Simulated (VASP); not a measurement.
# CsB7 (P-43m) in VASP: a series of runs

Runs on CsB7. Level: PBE. Tasks: single point, relaxation of cell and atoms.

Everything below comes from runs of VASP 6.6.1. Logs are shortened: lines on timing, memory, paths and dates and some standing lists are left out, and cuts for length are marked.

## 1. The cell of the first run

The structure is cubic, space group P-43m (No. 215). Conventional cell: a = 4.441 Å, b = 4.441 Å, c = 4.441 Å, α = 90.00°, β = 90.00°, γ = 90.00°. Within 3.7 Å of Cs (site symmetry -43m) lie 28 B at 2.74 to 3.63 Å. Within 2.4 Å of B (site symmetry 3m) lie 6 B at 1.80 to 1.82 Å. Within 2.4 Å of B (site symmetry -42m) lie 4 B at 1.82 Å.

The cell was built from a structure type or drawn by symmetry, and may not be a known phase.

## 2. Single point, PBE

INCAR

```
PREC = Accurate ; ENCUT = 520
EDIFF = 1E-6 ; ISMEAR = 0
SIGMA = 0.1 ; LREAL = False
LASPH = True ; NELM = 60
ALGO = Normal ; ISIF = 2
LWAVE = False ; LCHARG = False
GGA = PE ; NBANDS = 25
```

KPOINTS

```
Automatic mesh
0
Gamma
  4 4 4
```

POSCAR

```
CsB7
1.0
    4.4407041186      0.0000000000      0.0000000000
    0.0000000000      4.4407041186      0.0000000000
    0.0000000000      0.0000000000      4.4407041186
Cs B
1 7
Direct
    0.0000000000      0.0000000000      0.0000000000
    0.3564864935      0.3564864935      0.3564864935
    0.0000000000      0.5000000000      0.5000000000
    0.5000000000      0.5000000000      0.0000000000
    0.5000000000      0.0000000000      0.5000000000
    0.6435135065      0.3564864935      0.6435135065
    0.6435135065      0.6435135065      0.3564864935
    0.3564864935      0.6435135065      0.6435135065
```

Potentials or basis: VASP PAW PBE potentials, release 64 (Cs_sv, B).

The run is started by

```console
$ cat potpaw_PBE.64/Cs_sv/POTCAR potpaw_PBE.64/B/POTCAR > POTCAR
$ mpirun -np 1 vasp_std > vasp.out
```

OUTCAR:

```text
PREC = Accurate
   ENCUT = 520
   EDIFF = 1E-6
   ISMEAR = 0
   LREAL = False
   LASPH = True
   NELM = 60
   ISIF = 2
   GGA = PE

 ion  position               nearest neighbor table
   1  0.000  0.000  0.000-
   2  0.356  0.356  0.356-   6 1.80   7 1.80   8 1.80   3 1.82   4 1.82   5 1.82
   3  0.000  0.500  0.500-   2 1.82   6 1.82   7 1.82   8 1.82
   4  0.500  0.500  0.000-   2 1.82   6 1.82   7 1.82   8 1.82
   5  0.500  0.000  0.500-   2 1.82   6 1.82   7 1.82   8 1.82
   6  0.644  0.356  0.644-   2 1.80   7 1.80   8 1.80   5 1.82   3 1.82   4 1.82
   7  0.644  0.644  0.356-   2 1.80   6 1.80   8 1.80   5 1.82   3 1.82   4 1.82
   8  0.356  0.644  0.644-   2 1.80   6 1.80   7 1.80   5 1.82   3 1.82   4 1.82

  LATTYP: Found a simple cubic cell.
 ALAT       =     4.4407041186

  Lattice vectors:

 A1 = (   4.4407041186,   0.0000000000,   0.0000000000)
 A2 = (   0.0000000000,   4.4407041186,   0.0000000000)
 A3 = (   0.0000000000,   0.0000000000,   4.4407041186)

Analysis of symmetry for initial positions (statically):
=====================================================================
 Subroutine PRICEL returns:
 Original cell was already a primitive cell.

 Routine SETGRP: Setting up the symmetry group for a
 simple cubic supercell.

 Subroutine GETGRP returns: Found 24 space group operations
 (whereof 24 operations were pure point group operations)
 out of a pool of 48 trial point group operations.

The static configuration has the point symmetry T_d .

Analysis of symmetry for dynamics (positions and initial velocities):
=====================================================================
 Subroutine PRICEL returns:
 Original cell was already a primitive cell.

 Routine SETGRP: Setting up the symmetry group for a
 simple cubic supercell.

 Subroutine GETGRP returns: Found 24 space group operations
 (whereof 24 operations were pure point group operations)
 out of a pool of 48 trial point group operations.

The dynamic configuration has the point symmetry T_d .

 Subroutine INISYM returns: Found 24 space group operations
 (whereof 24 operations are pure point group operations),
 and found     1 'primitive' translations

[... 92 lines left out ...]
   LREAL  =      F    real-space projection
   EDIFFG = 0.1E-04   stopping-criterion for IOM
   NSW    =      0    number of steps for IOM
   IBRION =     -1    ionic relax: 0-MD 1-quasi-New 2-CG
   NFREE  =      0    steps in history (QN), initial steepest desc. (CG)
   ISIF   =      2    stress and relaxation
   ISYM   =      2    0-nonsym 1-usesym 2-fastsym
   POTIM  = 0.5000    time-step for ionic-motion
   TEBEG  =    0.0;   TEEND  =   0.0 temperature during run
   PSTRESS=    0.0 pullay stress
   NELECT =      30.0000    total number of electrons
   NUPDOWN=      -1.0000    fix difference up-down
   EMIN   =  10.00;   EMAX   =-10.00  energy-range for DOS
   EFERMI =   0.00;   METHOD = LEGACY
   ISMEAR =     0;   SIGMA  =   0.10  broadening in eV -4-tet -1-fermi 0-gaus
   EFERMI_NEDOS =   21; number of points for ismear=-14 and -15
   IALGO  =     38    algorithm
   IMIX   =      4    mixing-type and parameters
     AMIX     =   0.40;   BMIX     =  1.00
     AMIX_MAG =   1.60;   BMIX_MAG =  1.00
  volume/ion in A,a.u.               =      10.95        73.87
  Fermi-wavevector in a.u.,A,eV,Ry     =   1.145504  2.164689 17.853296  1.312180
  Thomas-Fermi vector in A             =   2.282192
   LORBIT       =      0    0 simple, 1 ext, 2 COOP (PROOUT), +10 PAW based schemes
   GGA     = PE    functional components
   LHFCALC =     F    Hartree Fock is set to
   AEXX    =    0.0000 exact exchange contribution
   IVDW    =     0    specifies the selected vdW correction
   LEPSILON=     F    determine dielectric tensor
   LRPA    =     F    only Hartree local field effects (RPA)
 non-spin polarized calculation
 Gauss-broadening in eV      SIGMA  =   0.10
  energy-cutoff  :      520.00
  volume of cell :       87.57
 maximum number of plane-waves:      2373
 NGX is ok and might be reduce to    36
   NGX = 17   NGY = 17   NGZ = 17

 number of electron      29.9999999 magnetization

 Free energy of the ion-electron system (eV)
  ---------------------------------------------------
  ext. energy  EPLUGINS =         0.00000000
  ---------------------------------------------------
  free energy    TOTEN  =       -43.66565757 eV

  energy without entropy =      -43.63700717  energy(sigma->0) =      -43.65133237

 E-fermi :   4.6703     XC(G=0): -10.8277

 val. band max:        4.4663515256   @ k =   0.5000   0.0000   0.0000
 cond. band min:       4.7080652368   @ k =   0.5000   0.5000   0.0000
 fundamental gap:      0.2417137112
 Fermi energy:         4.6703367647

 k-point     1 :       0.0000    0.0000    0.0000
  band No.  band energies     occupation
      1     -16.0497      2.00000
      2      -9.7885      2.00000
      3      -4.3012      2.00000
      4      -4.3012      2.00000
      5      -4.3012      2.00000
      6      -2.6712      2.00000
[... 269 lines left out ...]
     24      11.6093      0.00000
     25      11.9697      0.00000

------------------------ aborting loop because EDIFF is reached ----------------------------------------

  FORCE on cell =-STRESS in cart. coord.  units (eV):
  Direction    XX          YY          ZZ          XY          YZ          ZX
  --------------------------------------------------------------------------------------
  -------------------------------------------------------------------------------------
  Total        0.2463270      0.2463270      0.2463270     -0.0000000     -0.0000000     -0.0000000
  in kB        4.5067873      4.5067873      4.5067873     -0.0000000     -0.0000000     -0.0000000
  external PRESSURE =       4.5067873 kB  Pullay stress =       0.0000000 kB

 VOLUME and BASIS-vectors are now :
 -----------------------------------------------------------------------------
  energy-cutoff  :      520.00
  volume of cell :       87.57
      direct lattice vectors                 reciprocal lattice vectors
     4.440704119  0.000000000  0.000000000     0.225189513  0.000000000  0.000000000
     0.000000000  4.440704119  0.000000000     0.000000000  0.225189513  0.000000000
     0.000000000  0.000000000  4.440704119     0.000000000  0.000000000  0.225189513

 POSITION                                       TOTAL-FORCE (eV/Angst)
 -----------------------------------------------------------------------------------
      0.00000      0.00000      0.00000        -0.000000     -0.000000      0.000000
      1.58305      1.58305      1.58305        -0.003723     -0.003723     -0.003723
      0.00000      2.22035      2.22035        -0.000000     -0.000000      0.000000
      2.22035      2.22035      0.00000        -0.000000     -0.000000      0.000000
      2.22035      0.00000      2.22035        -0.000000     -0.000000      0.000000
      2.85765      1.58305      2.85765         0.003723     -0.003723      0.003723
      2.85765      2.85765      1.58305         0.003723      0.003723     -0.003723
      1.58305      2.85765      2.85765        -0.003723      0.003723      0.003723
 -----------------------------------------------------------------------------------
    total drift:                               -0.000000     -0.000000     -0.000000

  FREE ENERGIE OF THE ION-ELECTRON SYSTEM (eV)
  ---------------------------------------------------
  free  energy   TOTEN  =       -43.6656575668 eV

  energy  without entropy=      -43.6370071711  energy(sigma->0) =      -43.65133237
```

OSZICAR:

```text
N       E                     dE             d eps       ncg     rms          rms(c)
DAV:   1     0.884375684599E+02    0.88438E+02   -0.13872E+04   500   0.109E+03
DAV:   2    -0.394484302994E+02   -0.12789E+03   -0.11901E+03   634   0.198E+02
DAV:   3    -0.459973910335E+02   -0.65490E+01   -0.64254E+01   670   0.398E+01
DAV:   4    -0.460623026918E+02   -0.64912E-01   -0.64814E-01   616   0.419E+00
DAV:   5    -0.460629887354E+02   -0.68604E-03   -0.68568E-03   678   0.401E-01    0.711E+00
DAV:   6    -0.440263018760E+02    0.20367E+01   -0.23320E+00   601   0.951E+00    0.386E+00
DAV:   7    -0.436561742206E+02    0.37013E+00   -0.19336E+00   613   0.728E+00    0.127E+00
DAV:   8    -0.436671096346E+02   -0.10935E-01   -0.30794E-01   611   0.284E+00    0.559E-01
DAV:   9    -0.436656936825E+02    0.14160E-02   -0.21343E-02   628   0.729E-01    0.943E-02
DAV:  10    -0.436656128851E+02    0.80797E-04   -0.81730E-04   644   0.168E-01    0.501E-02
DAV:  11    -0.436656956194E+02   -0.82734E-04   -0.47558E-04   621   0.132E-01    0.229E-02
DAV:  12    -0.436656551214E+02    0.40498E-04   -0.13281E-04   620   0.739E-02    0.742E-03
DAV:  13    -0.436656576536E+02   -0.25322E-05   -0.35582E-05   632   0.272E-02    0.333E-03
DAV:  14    -0.436656575668E+02    0.86761E-07   -0.21766E-06   507   0.932E-03
   1 F= -.43665658E+02 E0= -.43651332E+02  d E =-.286504E-01
```

stdout:

```text
POSCAR found type information on POSCAR CsB
 POSCAR found :  2 types and       8 ions
 scaLAPACK will be used
 LDA part: xc-table for (Slater+PW92), standard interpolation
 POSCAR, INCAR and KPOINTS ok, starting setup
 FFT: planning ... GRIDC
 FFT: planning ... GRID_SOFT
 FFT: planning ... GRID
 WAVECAR not read
 entering main loop
```

Wall time 46 s (1 thread of AMD EPYC 7R13, shared host); peak memory 0.17 GiB.

Results:

```
Free energy            : -43.6657 eV
Pressure               : 0.5 GPa
Largest force          : 0.006 eV/Å
Band gap on the k mesh : zero (bands 15 and 16 overlap by 2.87 eV)
```

Forces in eV/Å, atoms in the order of the input:
```
Cs   0.000  0.000  0.000
B   -0.004 -0.004 -0.004
B    0.000  0.000  0.000
B    0.000  0.000  0.000
B    0.000  0.000  0.000
B    0.004 -0.004  0.004
B    0.004  0.004 -0.004
B   -0.004  0.004  0.004
```

Caveat: spin-orbit coupling is left out, which moves the levels of the heavy elements.

## 3. Relaxation of cell and atoms, PBE

This run uses another cell than the first one, of 17.26 Å³/atom.

INCAR

```
SYSTEM = CsB7
ALGO = Normal
EDIFF = 1E-7
EDIFFG = -0.04
ENCUT = 600
GGA = PE
IBRION = 2
ISIF = 3
ISMEAR = 0
LASPH = .TRUE.
LCHARG = .FALSE.
LREAL = .FALSE.
LWAVE = .FALSE.
NELM = 100
NSW = 90
PREC = Accurate
SIGMA = 0.1
```

KPOINTS

```
k-points
0
G
  4 4 4
  0 0 0
```

POSCAR

```
CsB7
1.0
    5.1689779200      0.0000000000      0.0000000000
    0.0000000000      5.1689779200      0.0000000000
    0.0000000000      0.0000000000      5.1689779200
Cs B
1 7
Direct
    0.0000000000      0.0000000000      0.0000000000
    0.2526152100      0.2526152100      0.2526152100
    0.0000000000      0.5000000000      0.5000000000
    0.5000000000      0.5000000000      0.0000000000
    0.5000000000      0.0000000000      0.5000000000
    0.7473847900      0.2526152100      0.7473847900
    0.7473847900      0.7473847900      0.2526152100
    0.2526152100      0.7473847900      0.7473847900
```

Potentials or basis: VASP PAW PBE potentials, release 64 (Cs_sv, B).

The run is started by

```console
$ cat potpaw_PBE.64/Cs_sv/POTCAR potpaw_PBE.64/B/POTCAR > POTCAR
$ mpirun -np 1 vasp_std > vasp.out
```

OUTCAR:

```text
SYSTEM = CsB7
   EDIFF = 1E-7
   EDIFFG = -0.04
   ENCUT = 600
   GGA = PE
   IBRION = 2
   ISIF = 3
   ISMEAR = 0
   LASPH = .TRUE.
   LREAL = .FALSE.
   NELM = 100
   NSW = 90
   PREC = Accurate

 ion  position               nearest neighbor table
   1  0.000  0.000  0.000-   2 2.26   6 2.26   7 2.26   8 2.26
   2  0.253  0.253  0.253-   1 2.26
   3  0.000  0.500  0.500-
   4  0.500  0.500  0.000-
   5  0.500  0.000  0.500-
   6  0.747  0.253  0.747-   1 2.26
   7  0.747  0.747  0.253-   1 2.26
   8  0.253  0.747  0.747-   1 2.26

  LATTYP: Found a simple cubic cell.
 ALAT       =     5.1689779200

  Lattice vectors:

 A1 = (   5.1689779200,   0.0000000000,   0.0000000000)
 A2 = (   0.0000000000,   5.1689779200,   0.0000000000)
 A3 = (   0.0000000000,   0.0000000000,   5.1689779200)

Analysis of symmetry for initial positions (statically):
=====================================================================
 Subroutine PRICEL returns:
 Original cell was already a primitive cell.

 Routine SETGRP: Setting up the symmetry group for a
 simple cubic supercell.

 Subroutine GETGRP returns: Found 24 space group operations
 (whereof 24 operations were pure point group operations)
 out of a pool of 48 trial point group operations.

The static configuration has the point symmetry T_d .

Analysis of symmetry for dynamics (positions and initial velocities):
=====================================================================
 Subroutine PRICEL returns:
 Original cell was already a primitive cell.

 Routine SETGRP: Setting up the symmetry group for a
 simple cubic supercell.

 Subroutine GETGRP returns: Found 24 space group operations
 (whereof 24 operations were pure point group operations)
 out of a pool of 48 trial point group operations.

The dynamic configuration has the point symmetry T_d .

 Subroutine INISYM returns: Found 24 space group operations
 (whereof 24 operations are pure point group operations),
 and found     1 'primitive' translations

[... 90 lines left out ...]
   NELM   =    100;   NELMIN=  2; NELMDL= -5     # of ELM steps
   EDIFF  = 0.1E-06   stopping-criterion for ELM
   LREAL  =      F    real-space projection
   EDIFFG = -.4E-01   stopping-criterion for IOM
   NSW    =     90    number of steps for IOM
   IBRION =      2    ionic relax: 0-MD 1-quasi-New 2-CG
   NFREE  =      1    steps in history (QN), initial steepest desc. (CG)
   ISIF   =      3    stress and relaxation
   ISYM   =      2    0-nonsym 1-usesym 2-fastsym
   POTIM  = 0.5000    time-step for ionic-motion
   TEBEG  =    0.0;   TEEND  =   0.0 temperature during run
   PSTRESS=    0.0 pullay stress
   NELECT =      30.0000    total number of electrons
   NUPDOWN=      -1.0000    fix difference up-down
   EMIN   =  10.00;   EMAX   =-10.00  energy-range for DOS
   EFERMI =   0.00;   METHOD = LEGACY
   ISMEAR =     0;   SIGMA  =   0.10  broadening in eV -4-tet -1-fermi 0-gaus
   EFERMI_NEDOS =   21; number of points for ismear=-14 and -15
   IALGO  =     38    algorithm
   IMIX   =      4    mixing-type and parameters
     AMIX     =   0.40;   BMIX     =  1.00
     AMIX_MAG =   1.60;   BMIX_MAG =  1.00
  volume/ion in A,a.u.               =      17.26       116.50
  Fermi-wavevector in a.u.,A,eV,Ry     =   0.984111  1.859699 13.176884  0.968474
  Thomas-Fermi vector in A             =   2.115319
   LORBIT       =      0    0 simple, 1 ext, 2 COOP (PROOUT), +10 PAW based schemes
   GGA     = PE    functional components
   LHFCALC =     F    Hartree Fock is set to
   AEXX    =    0.0000 exact exchange contribution
   IVDW    =     0    specifies the selected vdW correction
   LEPSILON=     F    determine dielectric tensor
   LRPA    =     F    only Hartree local field effects (RPA)
 conjugate gradient relaxation of ions
 non-spin polarized calculation
 Gauss-broadening in eV      SIGMA  =   0.10
  energy-cutoff  :      600.00
  volume of cell :      138.11
 maximum number of plane-waves:      4636
 NGX is ok and might be reduce to    42
   NGX = 21   NGY = 21   NGZ = 21

--------------------------------------- Ionic step        1  -------------------------------------------

 number of electron      29.9999998 magnetization

 Free energy of the ion-electron system (eV)
  ---------------------------------------------------
  ext. energy  EPLUGINS =         0.00000000
  ---------------------------------------------------
  free energy    TOTEN  =       -26.89558777 eV

  energy without entropy =      -26.87929491  energy(sigma->0) =      -26.88744134

 E-fermi :   1.4276     XC(G=0):  -9.0596

 val. band max:        1.3663433261   @ k =   0.5000   0.5000   0.0000
 cond. band min:       1.4857616865   @ k =   0.5000   0.5000   0.2500
 fundamental gap:      0.1194183604
 Fermi energy:         1.4275661907
[... 587 lines left out ...]
     19       5.5894      0.00000
     20       5.5894      0.00000

[... ionic steps 4 to 10 ...]

--------------------------------------- Ionic step       11  -------------------------------------------

 number of electron      29.9999999 magnetization

------------------------ aborting loop because EDIFF is reached ----------------------------------------
[... 79 lines left out ...]
--------------------------------------- Ionic step       13  -------------------------------------------

 number of electron      29.9999999 magnetization

 Free energy of the ion-electron system (eV)
  ---------------------------------------------------
  ext. energy  EPLUGINS =         0.00000000
  ---------------------------------------------------
  free energy    TOTEN  =       -43.68163432 eV

  energy without entropy =      -43.65305795  energy(sigma->0) =      -43.66734614

 E-fermi :   4.6340     XC(G=0): -10.8075

 val. band max:        4.4327768679   @ k =   0.5000   0.0000   0.0000
 cond. band min:       4.6684245965   @ k =   0.5000   0.5000   0.0000
 fundamental gap:      0.2356477286
 Fermi energy:         4.6339592492
[... 263 lines left out ...]
  FREE ENERGIE OF THE ION-ELECTRON SYSTEM (eV)
  ---------------------------------------------------
  free  energy   TOTEN  =       -43.6816343244 eV

  energy  without entropy=      -43.6530579550  energy(sigma->0) =      -43.66734614

 reached required accuracy - stopping structural energy minimisation
```

CONTCAR:

```text
CsB7
   1.00000000000000
     4.4474473230288440   -0.0000000000000000   -0.0000000000000000
     0.0000000000000000    4.4474473230288440   -0.0000000000000000
    -0.0000000000000000    0.0000000000000000    4.4474473230288440
  Cs              B
     1     7
Direct
     0.0000000000000000    0.0000000000000000    0.0000000000000000
     0.3564934017288969    0.3564934017288969    0.3564934017288970
     0.0000000000000000    0.5000000000000000    0.5000000000000000
     0.5000000000000000    0.5000000000000000    0.0000000000000000
     0.5000000000000000    0.0000000000000000    0.5000000000000000
     0.6435065982711028    0.3564934017288969    0.6435065982711028
     0.6435065982711028    0.6435065982711028    0.3564934017288970
     0.3564934017288969    0.6435065982711030    0.6435065982711028

  0.00000000E+00  0.00000000E+00  0.00000000E+00
  0.00000000E+00  0.00000000E+00  0.00000000E+00
  0.00000000E+00  0.00000000E+00  0.00000000E+00
  0.00000000E+00  0.00000000E+00  0.00000000E+00
  0.00000000E+00  0.00000000E+00  0.00000000E+00
  0.00000000E+00  0.00000000E+00  0.00000000E+00
  0.00000000E+00  0.00000000E+00  0.00000000E+00
  0.00000000E+00  0.00000000E+00  0.00000000E+00
```

Wall time 10 min (1 thread of AMD EPYC 7R13, shared host); peak memory 0.26 GiB.

What came out:

```
Free energy                           : -43.6816 eV
Relaxed volume                        : 11.00 Å³/atom
Relaxed cell                          : a = 4.447 Å, b = 4.447 Å, c = 4.447 Å, α = 90.00°, β = 90.00°, γ = 90.00°
Space group after relaxing (to 0.1 Å) : P-43m (No. 215)
Pressure after relaxing               : -0.1 GPa
Largest force after relaxing          : 0.013 eV/Å
Band gap on the k mesh                : zero (bands 15 and 16 overlap by 2.85 eV)
```

Forces on the atoms (eV/Å):
```
Cs   0.000  0.000  0.000
B    0.007  0.007  0.007
B    0.000  0.000  0.000
B    0.000  0.000  0.000
B    0.000  0.000  0.000
B   -0.007  0.007 -0.007
B   -0.007 -0.007  0.007
B    0.007 -0.007 -0.007
```

Final structure:
```yaml
crystal:
  lattice:
    - [4.44745, 0.00000, 0.00000]
    - [0.00000, 4.44745, 0.00000]
    - [0.00000, 0.00000, 4.44745]
  atoms:
    - { symbol: Cs, position: [0.00000, 0.00000, 0.00000] }
    - { symbol: B, position: [0.35649, 0.35649, 0.35649] }
    - { symbol: B, position: [0.00000, 0.50000, 0.50000] }
    - { symbol: B, position: [0.50000, 0.50000, 0.00000] }
    - { symbol: B, position: [0.50000, 0.00000, 0.50000] }
    - { symbol: B, position: [0.64351, 0.35649, 0.64351] }
    - { symbol: B, position: [0.64351, 0.64351, 0.35649] }
    - { symbol: B, position: [0.35649, 0.64351, 0.64351] }
```

Caveat: the volume moved by over 15 % at a fixed basis, so the end points are rough; spin-orbit coupling is left out, which moves the levels of the heavy elements.
